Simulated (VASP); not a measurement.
# Zr (Fd-3m) in VASP: a series of runs

The runs below take Zr through single point, relaxation of cell and atoms, with PBEsol.

Program: VASP 6.6.1. These are calculated values, not measurements. Logs are shortened: lines on timing, memory, paths and dates and some standing lists are left out, and cuts for length are marked.

## Step 1: The cell of the first run

The structure is cubic, space group Fd-3m (No. 227). The conventional cell has a = 5.989 Å, b = 5.989 Å, c = 5.989 Å, α = 90.00°, β = 90.00°, γ = 90.00°. Within 3.4 Å of Zr (site symmetry -43m) lie 4 Zr at 2.59 Å.

This isn't the form of Zr at room conditions, which is hcp.

## Step 2: Single point, PBEsol

File INCAR:

```
SYSTEM = Zr
ALGO = Normal ; EDIFF = 1E-6
ENCUT = 500 ; GGA = PS
GGA_COMPAT = .FALSE. ; ISIF = 2
ISMEAR = 0 ; LASPH = .TRUE.
LCHARG = .FALSE. ; LREAL = .FALSE.
LWAVE = .FALSE. ; NBANDS = 19
NELM = 120 ; PREC = Accurate
SIGMA = 0.1
```

File KPOINTS:

```
k-points
0
G
  6 6 6
  0 0 0
```

File POSCAR:

```
Zr
1.0
    0.0000000000      2.9943327135      2.9943327135
    2.9943327135      0.0000000000      2.9943327135
    2.9943327135      2.9943327135      0.0000000000
Zr
2
Direct
    0.5000000000      0.5000000000      0.5000000000
    0.7500000000      0.7500000000      0.7500000000
```

Potentials or basis: VASP PAW PBE potentials, release 64 (Zr_sv).

The run is started by

```bash
$ cat potpaw_PBE.64/Zr_sv/POTCAR > POTCAR
$ mpirun -np 1 vasp_std > vasp.out
```

OUTCAR:

```text
SYSTEM = Zr
   EDIFF = 1E-6
   ENCUT = 500
   GGA = PS
   ISIF = 2
   ISMEAR = 0
   LASPH = .TRUE.
   LREAL = .FALSE.
   NELM = 120
   PREC = Accurate

 ion  position               nearest neighbor table
   1  0.500  0.500  0.500-   2 2.59   2 2.59   2 2.59   2 2.59
   2  0.750  0.750  0.750-   1 2.59   1 2.59   1 2.59   1 2.59

  LATTYP: Found a face centered cubic cell.
 ALAT       =     5.9886654270

  Lattice vectors:

 A1 = (   0.0000000000,   2.9943327135,   2.9943327135)
 A2 = (   2.9943327135,   0.0000000000,   2.9943327135)
 A3 = (   2.9943327135,   2.9943327135,   0.0000000000)

Analysis of symmetry for initial positions (statically):
=====================================================================
 Subroutine PRICEL returns:
 Original cell was already a primitive cell.

 Routine SETGRP: Setting up the symmetry group for a
 face centered cubic supercell.

 Subroutine GETGRP returns: Found 48 space group operations
 (whereof 24 operations were pure point group operations)
 out of a pool of 48 trial point group operations.

The static configuration has the point symmetry T_d .
 The point group associated with its full space group is O_h .

Analysis of symmetry for dynamics (positions and initial velocities):
=====================================================================
 Subroutine PRICEL returns:
 Original cell was already a primitive cell.

 Routine SETGRP: Setting up the symmetry group for a
 face centered cubic supercell.

 Subroutine GETGRP returns: Found 48 space group operations
 (whereof 24 operations were pure point group operations)
 out of a pool of 48 trial point group operations.

The dynamic configuration has the point symmetry T_d .
 The point group associated with its full space group is O_h .

 Subroutine INISYM returns: Found 48 space group operations
 (whereof 24 operations are pure point group operations),
 and found     1 'primitive' translations

----------------------------------------------------------------------------------------

                                     Primitive cell

  volume of cell :      53.6945

  direct lattice vectors                    reciprocal lattice vectors
     0.000000000  2.994332713  2.994332713    -0.166982112  0.166982112  0.166982112
     2.994332713  0.000000000  2.994332713     0.166982112 -0.166982112  0.166982112
     2.994332713  2.994332713  0.000000000     0.166982112  0.166982112 -0.166982112

  length of vectors
     4.234625934  4.234625934  4.234625934     0.289221502  0.289221502  0.289221502

  position of ions in fractional coordinates (direct lattice)
     0.500000000  0.500000000  0.500000000
     0.750000000  0.750000000  0.750000000

  ion indices of the primitive-cell ions
   primitive index   ion index
                 1           1
                 2           2

----------------------------------------------------------------------------------------

 KPOINTS: k-points

Automatic generation of k-mesh.
 Grid dimensions read from file:
 generate k-points for:    6    6    6

 Generating k-lattice:

  Cartesian coordinates                     Fractional coordinates (reciprocal lattice)
    -0.027830352  0.027830352  0.027830352     0.166666667  0.000000000  0.000000000
     0.027830352 -0.027830352  0.027830352     0.000000000  0.166666667  0.000000000
     0.027830352  0.027830352 -0.027830352     0.000000000  0.000000000  0.166666667

  Length of vectors
     0.048203584  0.048203584  0.048203584

  Shift w.r.t. Gamma in fractional coordinates (k-lattice)
     0.000000000  0.000000000  0.000000000

 Subroutine IBZKPT returns following result:
 ===========================================

 Found     16 irreducible k-points:

 Following reciprocal coordinates:
            Coordinates               Weight
  0.000000  0.000000  0.000000      1.000000
  0.166667  0.000000  0.000000      8.000000
  0.333333  0.000000  0.000000      8.000000
  0.500000  0.000000  0.000000      4.000000
  0.166667  0.166667  0.000000      6.000000
  0.333333  0.166667  0.000000     24.000000
[... 8 lines left out ...]
 -0.333333  0.333333  0.166667     24.000000
 -0.333333  0.500000  0.166667     12.000000
   k-points           NKPTS =     16   k-points in BZ     NKDIM =     16   number of bands    NBANDS=     19
   number of dos      NEDOS =    301   number of ions     NIONS =      2
   total plane-waves  NPLWV =  32768
   dimension x,y,z NGX =    32 NGY =   32 NGZ =   32
   dimension x,y,z NGXF=    64 NGYF=   64 NGZF=   64
   ions per type =               2
   NGX,Y,Z   is equivalent  to a cutoff of  12.56, 12.56, 12.56 a.u.
   NGXF,Y,Z  is equivalent  to a cutoff of  25.13, 25.13, 25.13 a.u.
 SYSTEM =  Zr
   PREC   = accura    normal or accurate (medium, high low for compatibility)
   ISTART =      0    job   : 0-new  1-cont  2-samecut
   ICHARG =      2    charge: 1-file 2-atom 10-const
   ISPIN  =      1    spin polarized calculation?
   LNONCOLLINEAR =      F non collinear calculations
   LSORBIT =      F    spin-orbit coupling
   LASPH  =      T    aspherical Exc in radial PAW
   ENCUT  =  500.0 eV  36.75 Ry    6.06 a.u.   7.72  7.72  7.72*2*pi/ulx,y,z
   NELM   =    120;   NELMIN=  2; NELMDL= -5     # of ELM steps
   EDIFF  = 0.1E-05   stopping-criterion for ELM
   LREAL  =      F    real-space projection
   EDIFFG = 0.1E-04   stopping-criterion for IOM
   NSW    =      0    number of steps for IOM
   IBRION =     -1    ionic relax: 0-MD 1-quasi-New 2-CG
   NFREE  =      0    steps in history (QN), initial steepest desc. (CG)
   ISIF   =      2    stress and relaxation
   ISYM   =      2    0-nonsym 1-usesym 2-fastsym
   POTIM  = 0.5000    time-step for ionic-motion
   TEBEG  =    0.0;   TEEND  =   0.0 temperature during run
   PSTRESS=    0.0 pullay stress
   NELECT =      24.0000    total number of electrons
   NUPDOWN=      -1.0000    fix difference up-down
   EMIN   =  10.00;   EMAX   =-10.00  energy-range for DOS
   EFERMI =   0.00;   METHOD = LEGACY
   ISMEAR =     0;   SIGMA  =   0.10  broadening in eV -4-tet -1-fermi 0-gaus
   EFERMI_NEDOS =   21; number of points for ismear=-14 and -15
   IALGO  =     38    algorithm
   IMIX   =      4    mixing-type and parameters
     AMIX     =   0.40;   BMIX     =  1.00
     AMIX_MAG =   1.60;   BMIX_MAG =  1.00
  volume/ion in A,a.u.               =      26.85       181.17
  Fermi-wavevector in a.u.,A,eV,Ry     =   1.251705  2.365379 21.317125  1.566764
  Thomas-Fermi vector in A             =   2.385640
   LORBIT       =      0    0 simple, 1 ext, 2 COOP (PROOUT), +10 PAW based schemes
   GGA     = PS    functional components
   LHFCALC =     F    Hartree Fock is set to
   AEXX    =    0.0000 exact exchange contribution
   IVDW    =     0    specifies the selected vdW correction
   LEPSILON=     F    determine dielectric tensor
   LRPA    =     F    only Hartree local field effects (RPA)
 non-spin polarized calculation
 Gauss-broadening in eV      SIGMA  =   0.10
  energy-cutoff  :      500.00
  volume of cell :       53.69
 maximum number of plane-waves:      1380
   NGX = 15   NGY = 15   NGZ = 15

 number of electron      24.0000000 magnetization

 Free energy of the ion-electron system (eV)
  ---------------------------------------------------
  ext. energy  EPLUGINS =         0.00000000
  ---------------------------------------------------
  free energy    TOTEN  =       -13.23540955 eV

  energy without entropy =      -13.20813468  energy(sigma->0) =      -13.22177211

 E-fermi :   6.7152     XC(G=0): -10.2614

 val. band max:        6.7103582706   @ k =   0.1667   0.0000   0.0000
 cond. band min:       6.7307140449   @ k =  -0.3333   0.5000   0.1667
 fundamental gap:      0.0203557743
 Fermi energy:         6.7152251144

 k-point     1 :       0.0000    0.0000    0.0000
  band No.  band energies     occupation
      1     -42.1331      2.00000
      2     -41.2273      2.00000
      3     -20.5775      2.00000
      4     -20.5775      2.00000
      5     -20.5775      2.00000
      6     -19.2018      2.00000
[... 11 lines left out ...]
     18      13.0555      0.00000
     19      13.0555      0.00000

 k-point     2 :       0.1667    0.0000    0.0000
  band No.  band energies     occupation
      1     -42.0906      2.00000
      2     -41.2745      2.00000
      3     -20.6243      2.00000
      4     -20.6243      2.00000
      5     -20.5799      2.00000
      6     -19.1956      2.00000
[... 11 lines left out ...]
     18      12.9262      0.00000
     19      12.9262      0.00000

 k-point     3 :       0.3333    0.0000    0.0000
  band No.  band energies     occupation
      1     -41.9864      2.00000
      2     -41.3881      2.00000
      3     -20.7088      2.00000
      4     -20.7088      2.00000
      5     -20.5903      2.00000
      6     -19.1758      2.00000
[... 11 lines left out ...]
     18      12.4748      0.00000
     19      12.4748      0.00000

 k-point     4 :       0.5000    0.0000    0.0000
  band No.  band energies     occupation
      1     -41.9155      2.00000
      2     -41.4637      2.00000
      3     -20.7476      2.00000
      4     -20.7476      2.00000
      5     -20.5981      2.00000
      6     -19.1624      2.00000
[... 11 lines left out ...]
     18      11.9438      0.00000
     19      11.9466      0.00000

 k-point     5 :       0.1667    0.1667    0.0000
  band No.  band energies     occupation
      1     -42.0754      2.00000
      2     -41.2913      2.00000
      3     -20.6788      2.00000
      4     -20.6788      2.00000
      5     -20.4841      2.00000
      6     -19.2999      2.00000
[... 11 lines left out ...]
     18      12.2548      0.00000
     19      13.2891      0.00000
[... 158 lines left out ...]
      2     -41.6927      2.00000
      3     -20.9199      2.00000
      4     -20.9199      2.00000
      5     -19.8972      2.00000
      6     -19.8972      2.00000
[... 11 lines left out ...]
     18      11.8566      0.00000
     19      12.2507      0.00000

 k-point    14 :       0.5000    0.3333    0.1667
  band No.  band energies     occupation
      1     -41.8861      2.00000
      2     -41.4946      2.00000
      3     -20.8994      2.00000
      4     -20.8175      2.00000
      5     -20.2556      2.00000
      6     -19.5106      2.00000
[... 11 lines left out ...]
     18      10.5324      0.00000
     19      12.9865      0.00000

 k-point    15 :      -0.3333    0.3333    0.1667
  band No.  band energies     occupation
      1     -41.8049      2.00000
      2     -41.5790      2.00000
      3     -20.9436      2.00000
      4     -20.8561      2.00000
      5     -20.1527      2.00000
      6     -19.6031      2.00000
[... 11 lines left out ...]
     18      11.5233      0.00000
     19      12.3852      0.00000

 k-point    16 :      -0.3333    0.5000    0.1667
  band No.  band energies     occupation
      1     -41.6927      2.00000
      2     -41.6927      2.00000
      3     -20.9272      2.00000
      4     -20.9272      2.00000
      5     -19.8830      2.00000
      6     -19.8830      2.00000
[... 11 lines left out ...]
     18      11.8307      0.00000
     19      12.2227      0.00000

------------------------ aborting loop because EDIFF is reached ----------------------------------------

  FORCE on cell =-STRESS in cart. coord.  units (eV):
  Direction    XX          YY          ZZ          XY          YZ          ZX
  --------------------------------------------------------------------------------------
  -------------------------------------------------------------------------------------
  Total        1.5168770      1.5168770      1.5168770      0.0000000      0.0000000      0.0000000
  in kB       45.2616928     45.2616928     45.2616928      0.0000000      0.0000000      0.0000000
  external PRESSURE =      45.2616928 kB  Pullay stress =       0.0000000 kB

 VOLUME and BASIS-vectors are now :
 -----------------------------------------------------------------------------
  energy-cutoff  :      500.00
  volume of cell :       53.69
      direct lattice vectors                 reciprocal lattice vectors
     0.000000000  2.994332713  2.994332713    -0.166982112  0.166982112  0.166982112
     2.994332713  0.000000000  2.994332713     0.166982112 -0.166982112  0.166982112
     2.994332713  2.994332713  0.000000000     0.166982112  0.166982112 -0.166982112

 POSITION                                       TOTAL-FORCE (eV/Angst)
 -----------------------------------------------------------------------------------
      2.99433      2.99433      2.99433        -0.000000     -0.000000     -0.000000
      4.49150      4.49150      4.49150         0.000000      0.000000      0.000000
 -----------------------------------------------------------------------------------
    total drift:                               -0.000000     -0.000000      0.000000

  FREE ENERGIE OF THE ION-ELECTRON SYSTEM (eV)
  ---------------------------------------------------
  free  energy   TOTEN  =       -13.2354095497 eV

  energy  without entropy=      -13.2081346785  energy(sigma->0) =      -13.22177211
```

Run time: 11 s. Hardware: 1 thread of Intel Xeon Platinum 8488C (Sapphire Rapids), shared host; peak memory 0.17 GiB.

Results:

- Free energy: -13.2354 eV
- Pressure: 4.5 GPa
- Band gap on the k mesh: zero (bands 12 and 13 overlap by 0.33 eV)

Levels at points of the mesh, in eV from the Fermi level:
```
           k point  band 10  band 11  band 12  band 13  band 14  band 15
(0.00, 0.00, 0.00)    -1.13    -1.13     0.04     0.04     0.04     2.45
(0.50, 0.00, 0.00)    -1.43    -0.98    -0.98    -0.24    -0.24     1.14
(0.50, 0.50, 0.00)    -2.22    -0.18    -0.18     0.85     0.85     1.80
```

Caveat: the cell stands under pressure; the PAW data sets were made with another functional, which shifts forces and pressure a little.

## Step 3: Single point, PBEsol

This run uses another cell than the first one, of 28.94 Å³/atom.

File INCAR:

```
SYSTEM = Zr
  PREC = Accurate
  ENCUT = 500
  EDIFF = 1E-6
  ISMEAR = 0
  SIGMA = 0.1
  LREAL = .False.
  LASPH = .True.
  NELM = 120
  ALGO = Normal
  ISIF = 2
  LWAVE = .False.
  LCHARG = .False.
  GGA = PS
  NBANDS = 19
  GGA_COMPAT = .False.
```

File KPOINTS:

```
Automatic mesh
0
Gamma
  6 6 6
  0 0 0
```

File POSCAR:

```
Zr
1.0
    0.0000000000      3.0702503457      3.0702503457
    3.0702503457      0.0000000000      3.0702503457
    3.0702503457      3.0702503457      0.0000000000
Zr
2
Direct
    0.5000000000      0.5000000000      0.5000000000
    0.7500000000      0.7500000000      0.7500000000
```

Potentials or basis: VASP PAW PBE potentials, release 64 (Zr_sv).

The run is started by

```bash
$ cat potpaw_PBE.64/Zr_sv/POTCAR > POTCAR
$ mpirun -np 1 vasp_std > vasp.out
```

Run time: 11 s. Hardware: 1 thread of Intel Xeon Platinum 8488C (Sapphire Rapids), shared host; peak memory 0.17 GiB.

The run converged. Its results:

```
Free energy            : -13.2947 eV
Pressure               : 0.1 GPa
Band gap on the k mesh : zero (bands 12 and 13 overlap by 0.26 eV)
```

Levels at points of the mesh, in eV from the Fermi level:
```
           k point  band 10  band 11  band 12  band 13  band 14  band 15
(0.00, 0.00, 0.00)    -0.96    -0.96     0.01     0.01     0.01     2.26
(0.50, 0.00, 0.00)    -1.25    -0.83    -0.83    -0.19    -0.19     0.89
(0.50, 0.50, 0.00)    -1.97    -0.12    -0.12     0.53     0.53     1.77
```

Caveat: the PAW data sets were made with another functional, which shifts forces and pressure a little.

## Step 4: Relaxation of cell and atoms, PBEsol

File INCAR:

```
  PREC = Accurate
  ENCUT = 500
  EDIFF = 1E-7
  ISMEAR = 0
  SIGMA = 0.1
  LREAL = False
  LASPH = True
  NELM = 120
  ALGO = Normal
  ISIF = 3
  LWAVE = False
  LCHARG = False
  GGA = PS
  IBRION = 2
  NSW = 90
  EDIFFG = -0.04
  GGA_COMPAT = False
  NELMIN = 4
```

File KPOINTS:

```
Automatic mesh
0
Gamma
  6 6 6
```

File POSCAR:

```
Zr
1.0
    0.0000000000      2.9943327135      2.9943327135
    2.9943327135      0.0000000000      2.9943327135
    2.9943327135      2.9943327135      0.0000000000
Zr
2
Direct
    0.5000000000      0.5000000000      0.5000000000
    0.7500000000      0.7500000000      0.7500000000
```

The run is started by

```bash
$ cat potpaw_PBE.64/Zr_sv/POTCAR > POTCAR
$ mpirun -np 1 vasp_std > vasp.out
```

It took 35 s on 1 thread of Intel Xeon Platinum 8488C (Sapphire Rapids), shared host; peak memory 0.18 GiB.

Results (log left out):

| Quantity | Value |
| --- | --- |
| Free energy | -13.2940 eV |
| Relaxed volume | 29.03 Å³/atom |
| Relaxed cell | a = 4.346 Å, b = 4.346 Å, c = 4.346 Å, α = 60.00°, β = 60.00°, γ = 60.00° |
| Space group after relaxing (to 0.1 Å) | Fd-3m (No. 227) |
| Energy gained by relaxing | 29.3 meV/atom |
| Ionic steps | 3 |
| Pressure after relaxing | 0.0 GPa |
| Band gap on the k mesh | zero (bands 12 and 13 overlap by 0.25 eV) |

The path:
```tsv
step	energy change (eV)	largest force (eV/Å)	pressure (GPa)	volume (Å³)
1	0.0000	0.0000	4.52	53.69
2	-0.0504	0.0000	-1.41	59.80
3	-0.0586	0.0000	-0.04	58.06
```

Final structure:
```xyz
2
Lattice="0.0000 3.0733 3.0733 3.0733 0.0000 3.0733 3.0733 3.0733 0.0000" Properties=species:S:1:pos:R:3 pbc="T T T"
Zr    3.0733    3.0733    3.0733
Zr    4.6099    4.6099    4.6099
```

Levels at points of the mesh, in eV from the Fermi level:
```
           k point  band 8  band 9  band 10  band 11  band 12  band 13  band 14  band 15  band 16
(0.00, 0.00, 0.00)  -26.07   -4.17    -0.95    -0.95     0.01     0.01     0.01     2.25     2.25
(0.50, 0.00, 0.00)  -25.91   -1.63    -1.24    -0.82    -0.82    -0.18    -0.18     0.88     3.41
(0.50, 0.50, 0.00)  -25.75   -1.96    -1.96    -0.11    -0.11     0.52     0.52     1.77     1.77
```

Caveat: the PAW data sets were made with another functional, which shifts forces and pressure a little.

## Step 5: Overview

```csv
task,cell,gap on the mesh (eV),pressure (GPa)
single point,"a = 4.235 Å, angles 60.0°, 2 atoms",none,4.5
single point,"a = 4.342 Å, angles 60.0°, 2 atoms",none,0.1
relaxation of cell and atoms,"relaxed from a = 4.235 Å, angles 60.0°, 2 atoms",none,0.0
```

Alike in all rows: level PBEsol; potentials or basis VASP PAW PBE potentials, release 64 (Zr_sv); no spin polarisation; k mesh 6 × 6 × 6; cutoff (eV) 500; smearing gaussian 0.1 eV.

Caveats: the PAW data sets were made with another functional, which shifts forces and pressure a little; the cell stands under pressure (at least some runs).

Absolute energies hang on the potentials; compare differences alone.
